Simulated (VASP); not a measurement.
# Ru3W in VASP: single point with PBEsol

Aim: the single point of Ru3W with PBEsol.

Program: VASP 6.6.1. These are calculated values, not measurements. Logs are shortened: lines on timing, memory, paths and dates and some standing lists are left out, and cuts for length are marked.

## Step 1: The cell of the first run

The cell holds a disordered packing, 12 atoms: a = 6.033 Å, b = 5.417 Å, c = 5.412 Å, α = 89.61°, β = 102.67°, γ = 77.20°.

## Step 2: Single point, PBEsol

INCAR reads:

```
PREC = Accurate ; ENCUT = 520
EDIFF = 1E-7 ; ISMEAR = 0
SIGMA = 0.1 ; LREAL = False
LASPH = True ; NELM = 100
ALGO = Normal ; ISIF = 2
LWAVE = False ; LCHARG = False
GGA = PS ; ISYM = 0
NBANDS = 96
```

KPOINTS reads:

```
Automatic mesh
0
Gamma
  2 3 3
  0.5 0 0
```

POSCAR reads:

```
Ru3W
1.0
    5.9668953476      0.6159794225     -0.6426058282
    0.6637813099      5.3762351511      0.0500891280
   -0.6283649823      0.0646984996      5.3745174518
Ru W
9 3
Direct
    0.3802961798      0.8605459711      0.9454587394
    0.7204289759      0.5243433297      0.2869770417
    0.0503351585      0.6925250260      0.6162713790
    0.7140354269      1.0225494349      0.2808848907
    0.0503482087      0.1924567961      0.6161487644
    0.3866608980      0.3624802230      0.9516645349
    0.0503436663      0.6924943919      0.1163055808
    0.7161628543      0.5196042613      0.7831434451
    0.3844702232      0.8654820661      0.4491877880
    0.3814785351      0.3706065867      0.4507129733
    0.7192956103      0.0143195821      0.7818637439
    0.0503074854      0.1925200981      0.1160660933
```

Potentials or basis: VASP PAW PBE potentials, release 64 (Ru_pv, W_sv).

Run with:

```bash
> cat potpaw_PBE.64/Ru_pv/POTCAR potpaw_PBE.64/W_sv/POTCAR > POTCAR
> mpirun -np 1 vasp_std > vasp.out
```

OUTCAR:

```text
PREC = Accurate
   ENCUT = 520
   EDIFF = 1E-7
   ISMEAR = 0
   LREAL = False
   LASPH = True
   NELM = 100
   ISIF = 2
   GGA = PS
   ISYM = 0

 ion  position               nearest neighbor table
   1  0.380  0.861  0.945-   5 2.68  11 2.68   3 2.69   6 2.69   9 2.69   7 2.69  12 2.70   4 2.71
                             9 2.72   8 2.73   6 2.73   2 2.75
   2  0.720  0.524  0.287-   5 2.68  10 2.68   3 2.69   4 2.69   8 2.69   7 2.69  12 2.70   6 2.70
                             8 2.72   9 2.73   4 2.73   1 2.75
   3  0.050  0.693  0.616-  11 2.66  10 2.66   1 2.69   2 2.69   7 2.71   7 2.71   5 2.71   5 2.71
                             4 2.71   6 2.71   8 2.72   9 2.72
   4  0.714  0.023  0.281-   9 2.65   2 2.69   6 2.70  11 2.70   7 2.70   1 2.71  11 2.71   3 2.71
                            12 2.71   2 2.73   5 2.74  10 2.75
   5  0.050  0.192  0.616-   2 2.68   1 2.68   9 2.69   8 2.69  12 2.71  12 2.71   3 2.71   3 2.71
                            10 2.71  11 2.71   4 2.74   6 2.74
   6  0.387  0.362  0.952-   8 2.65   1 2.69   4 2.70  10 2.70   7 2.70   2 2.70  10 2.71   3 2.71
                            12 2.71   1 2.73   5 2.74  11 2.75
   7  0.050  0.692  0.116-  11 2.67  10 2.67   2 2.69   1 2.69   4 2.70   6 2.70   3 2.71   3 2.71
                            12 2.71  12 2.71   9 2.73   8 2.73
   8  0.716  0.520  0.783-   6 2.65  10 2.67  11 2.68  12 2.69   2 2.69   5 2.69   3 2.72   2 2.72
                             1 2.73   7 2.73  11 2.73   9 2.74
   9  0.384  0.865  0.449-   4 2.65  11 2.67  10 2.68  12 2.69   1 2.69   5 2.69   3 2.72   1 2.72
                             2 2.73   7 2.73  10 2.73   8 2.74
  10  0.381  0.371  0.451-   3 2.66   8 2.67   7 2.67   2 2.68   9 2.68   6 2.70   6 2.71   5 2.71
                             9 2.73  12 2.74   4 2.75  11 2.77
  11  0.719  0.014  0.782-   3 2.66   9 2.67   7 2.67   1 2.68   8 2.68   4 2.70   4 2.71   5 2.71
                             8 2.73  12 2.74   6 2.75  10 2.77
  12  0.050  0.193  0.116-   8 2.69   9 2.69   2 2.70   1 2.70   5 2.71   5 2.71   7 2.71   7 2.71
                             6 2.71   4 2.71  11 2.74  10 2.74

IMPORTANT INFORMATION: All symmetrisations will be switched off!
NOSYMM: (Re-)initialisation of all symmetry stuff for point group C_1.

----------------------------------------------------------------------------------------

                                     Primitive cell

  volume of cell :     167.9768

  direct lattice vectors                    reciprocal lattice vectors
     5.966895348  0.615979423 -0.642605828     0.171996580 -0.021425454  0.020367005
     0.663781310  5.376235151  0.050089128    -0.019956140  0.188510550 -0.004602476
    -0.628364982  0.064698500  5.374517452     0.020750810 -0.004318611  0.188541297

  length of vectors
     6.032927398  5.417288893  5.411512384     0.174518448  0.189619772  0.189728931

  position of ions in fractional coordinates (direct lattice)
     0.380296180  0.860545971  0.945458739
     0.720428976  0.524343330  0.286977042
     0.050335158  0.692525026  0.616271379
     0.714035427  0.022549435  0.280884891
     0.050348209  0.192456796  0.616148764
     0.386660898  0.362480223  0.951664535
     0.050343666  0.692494392  0.116305581
     0.716162854  0.519604261  0.783143445
     0.384470223  0.865482066  0.449187788
     0.381478535  0.370606587  0.450712973
     0.719295610  0.014319582  0.781863744
     0.050307485  0.192520098  0.116066093

  ion indices of the primitive-cell ions
   primitive index   ion index
                 1           1
                 2           2
                 3           3
                 4           4
                 5           5
                 6           6
                 7           7
                 8           8
                 9           9
                10          10
                11          11
                12          12

----------------------------------------------------------------------------------------

 KPOINTS: Automatic mesh

Automatic generation of k-mesh.
 Grid dimensions read from file:
 generate k-points for:    2    3    3

 Generating k-lattice:

  Cartesian coordinates                     Fractional coordinates (reciprocal lattice)
     0.085998290 -0.010712727  0.010183502     0.500000000  0.000000000 -0.000000000
    -0.006652047  0.062836850 -0.001534159    -0.000000000  0.333333333  0.000000000
     0.006916937 -0.001439537  0.062847099     0.000000000 -0.000000000  0.333333333

  Length of vectors
     0.087259224  0.063206591  0.063242977

  Shift w.r.t. Gamma in fractional coordinates (k-lattice)
     0.500000000  0.000000000  0.000000000

 Subroutine IBZKPT returns following result:
 ===========================================

 Found      9 irreducible k-points:

 Following reciprocal coordinates:
            Coordinates               Weight
  0.250000 -0.000000 -0.000000      2.000000
  0.250000  0.333333  0.000000      2.000000
 -0.250000  0.333333  0.000000      2.000000
  0.250000 -0.000000  0.333333      2.000000
 -0.250000  0.000000  0.333333      2.000000
  0.250000  0.333333  0.333333      2.000000
 -0.250000  0.333333  0.333333      2.000000
  0.250000 -0.333333  0.333333      2.000000
 -0.250000 -0.333333  0.333333      2.000000
   k-points           NKPTS =      9   k-points in BZ     NKDIM =      9   number of bands    NBANDS=     96
   number of dos      NEDOS =    301   number of ions     NIONS =     12
   total plane-waves  NPLWV =  76800
   dimension x,y,z NGX =    48 NGY =   40 NGZ =   40
   dimension x,y,z NGXF=    96 NGYF=   80 NGZF=   80
   ions per type =               9   3
   NGX,Y,Z   is equivalent  to a cutoff of  13.23, 12.28, 12.29 a.u.
   NGXF,Y,Z  is equivalent  to a cutoff of  26.45, 24.55, 24.58 a.u.
 SYSTEM =  unknown system
   PREC   = accura    normal or accurate (medium, high low for compatibility)
   ISTART =      0    job   : 0-new  1-cont  2-samecut
   ICHARG =      2    charge: 1-file 2-atom 10-const
   ISPIN  =      1    spin polarized calculation?
   LNONCOLLINEAR =      F non collinear calculations
   LSORBIT =      F    spin-orbit coupling
   LASPH  =      T    aspherical Exc in radial PAW
   ENCUT  =  520.0 eV  38.22 Ry    6.18 a.u.  11.22 10.07 10.06*2*pi/ulx,y,z
   NELM   =    100;   NELMIN=  2; NELMDL= -5     # of ELM steps
   EDIFF  = 0.1E-06   stopping-criterion for ELM
   LREAL  =      F    real-space projection
   EDIFFG = 0.1E-05   stopping-criterion for IOM
   NSW    =      0    number of steps for IOM
   IBRION =     -1    ionic relax: 0-MD 1-quasi-New 2-CG
   NFREE  =      0    steps in history (QN), initial steepest desc. (CG)
   ISIF   =      2    stress and relaxation
   ISYM   =      0    0-nonsym 1-usesym 2-fastsym
   POTIM  = 0.5000    time-step for ionic-motion
   TEBEG  =    0.0;   TEEND  =   0.0 temperature during run
   PSTRESS=    0.0 pullay stress
   NELECT =     168.0000    total number of electrons
   NUPDOWN=      -1.0000    fix difference up-down
   EMIN   =  10.00;   EMAX   =-10.00  energy-range for DOS
   EFERMI =   0.00;   METHOD = LEGACY
   ISMEAR =     0;   SIGMA  =   0.10  broadening in eV -4-tet -1-fermi 0-gaus
   EFERMI_NEDOS =   21; number of points for ismear=-14 and -15
   IALGO  =     38    algorithm
   IMIX   =      4    mixing-type and parameters
     AMIX     =   0.40;   BMIX     =  1.00
     AMIX_MAG =   1.60;   BMIX_MAG =  1.00
  volume/ion in A,a.u.               =      14.00        94.46
  Fermi-wavevector in a.u.,A,eV,Ry     =   1.637174  3.093810 36.468225  2.680339
  Thomas-Fermi vector in A             =   2.728358
   LORBIT       =      0    0 simple, 1 ext, 2 COOP (PROOUT), +10 PAW based schemes
   GGA     = PS    functional components
   LHFCALC =     F    Hartree Fock is set to
   AEXX    =    0.0000 exact exchange contribution
   IVDW    =     0    specifies the selected vdW correction
   LEPSILON=     F    determine dielectric tensor
   LRPA    =     F    only Hartree local field effects (RPA)
 non-spin polarized calculation
 Gauss-broadening in eV      SIGMA  =   0.10
  energy-cutoff  :      520.00
  volume of cell :      167.98
 maximum number of plane-waves:      4538
 NGX is ok and might be reduce to    48
   NGX = 23   NGY = 21   NGZ = 21

 number of electron     168.0000009 magnetization

 Free energy of the ion-electron system (eV)
  ---------------------------------------------------
  ext. energy  EPLUGINS =         0.00000000
  ---------------------------------------------------
  free energy    TOTEN  =      -131.90459034 eV

  energy without entropy =     -131.84555948  energy(sigma->0) =     -131.87507491

 E-fermi :  12.2907     XC(G=0): -14.1953

 val. band max:       12.2860948494   @ k =  -0.2500   0.3333   0.3333
 cond. band min:      12.2970298468   @ k =  -0.2500   0.3333   0.0000
 fundamental gap:      0.0109349975
 Fermi energy:        12.2907199903

 k-point     1 :       0.2500   -0.0000   -0.0000
  band No.  band energies     occupation
      1     -61.7042      2.00000
      2     -61.6794      2.00000
      3     -61.6241      2.00000
      4     -30.9411      2.00000
      5     -30.9008      2.00000
      6     -30.8406      2.00000
[... 88 lines left out ...]
     95      14.7240      0.00000
     96      14.8441      0.00000

 k-point     2 :       0.2500    0.3333    0.0000
  band No.  band energies     occupation
      1     -61.7043      2.00000
      2     -61.6795      2.00000
      3     -61.6241      2.00000
      4     -30.8677      2.00000
      5     -30.8335      2.00000
      6     -30.7911      2.00000
[... 682 lines left out ...]
     95      13.8495      0.00000
     96      13.9621      0.00000

 k-point     9 :      -0.2500   -0.3333    0.3333
  band No.  band energies     occupation
      1     -61.7067      2.00000
      2     -61.6761      2.00000
      3     -61.6253      2.00000
      4     -30.8152      2.00000
      5     -30.7619      2.00000
      6     -30.7294      2.00000
[... 88 lines left out ...]
     95      13.9845      0.00000
     96      14.2701      0.00000

------------------------ aborting loop because EDIFF is reached ----------------------------------------

  FORCE on cell =-STRESS in cart. coord.  units (eV):
  Direction    XX          YY          ZZ          XY          YZ          ZX
  --------------------------------------------------------------------------------------
  -------------------------------------------------------------------------------------
  Total        0.2762214      0.1786997      0.2863265      0.0159430      0.0071748     -0.0309333
  in kB        2.6346241      1.7044536      2.7310076      0.1520661      0.0684339     -0.2950443
  external PRESSURE =       2.3566951 kB  Pullay stress =       0.0000000 kB

 VOLUME and BASIS-vectors are now :
 -----------------------------------------------------------------------------
  energy-cutoff  :      520.00
  volume of cell :      167.98
      direct lattice vectors                 reciprocal lattice vectors
     5.966895348  0.615979423 -0.642605828     0.171996580 -0.021425454  0.020367005
     0.663781310  5.376235151  0.050089128    -0.019956140  0.188510550 -0.004602476
    -0.628364982  0.064698500  5.374517452     0.020750810 -0.004318611  0.188541297

 POSITION                                       TOTAL-FORCE (eV/Angst)
 -----------------------------------------------------------------------------------
      2.24631      4.92192      4.88011        -0.008585     -0.011966      0.001780
      4.46645      3.28133      1.10568         0.006722      0.012859     -0.001591
      0.37279      3.79405      3.31450         0.000550     -0.000566     -0.001717
      4.09904      0.57924      1.05191        -0.004067     -0.009895     -0.002898
      0.04101      1.10557      3.28879        -0.000131      0.001157      0.001073
      1.94978      2.24853      4.88442         0.004083      0.009370     -0.000174
      0.68698      3.76155      0.62742         0.002422      0.000317     -0.000510
      4.12607      3.28532      3.77483         0.001754      0.004898      0.004807
      2.58633      4.91892      2.21046         0.001720     -0.008636     -0.002479
      2.23903      2.25661      2.19579         0.000626     -0.002194     -0.010513
      3.81017      0.57064      3.74063        -0.008751      0.001258      0.006154
      0.35504      1.07353      0.60111         0.003657      0.003400      0.006067
 -----------------------------------------------------------------------------------
    total drift:                                0.000658      0.000263      0.000477

  FREE ENERGIE OF THE ION-ELECTRON SYSTEM (eV)
  ---------------------------------------------------
  free  energy   TOTEN  =      -131.9045903440 eV

  energy  without entropy=     -131.8455594766  energy(sigma->0) =     -131.87507491
```

Wall time 3.9 min (1 thread of Intel Xeon Platinum 8259CL at 2.50GHz (Skylake/Cascade Lake), shared host); peak memory 0.3 GiB.

What came out:

```yaml
Free_energy: -131.9046 eV
Pressure: 0.2 GPa
Largest_force: 0.015 eV/Å
Band_gap_on_the_k_mesh: zero (bands 84 and 85 overlap by 0.63 eV)
```

Forces in eV/Å, atoms in the order of the input:
```
Ru  -0.009 -0.012  0.002
Ru   0.007  0.013 -0.002
Ru   0.001 -0.001 -0.002
Ru  -0.004 -0.010 -0.003
Ru   0.000  0.001  0.001
Ru   0.004  0.009  0.000
Ru   0.002  0.000 -0.001
Ru   0.002  0.005  0.005
Ru   0.002 -0.009 -0.002
W    0.001 -0.002 -0.011
W   -0.009  0.001  0.006
W    0.004  0.003  0.006
```

Stress tensor (GPa, compression positive):
```
 0.26  0.02 -0.03
 0.02  0.17  0.01
-0.03  0.01  0.27
```

Caveat: the k points lie up to 0.55 Å⁻¹ apart, too coarse for converged energies and pressures of a metal; the PAW data sets were made with another functional, which shifts forces and pressure a little; spin-orbit coupling is left out, which moves the levels of the heavy elements.
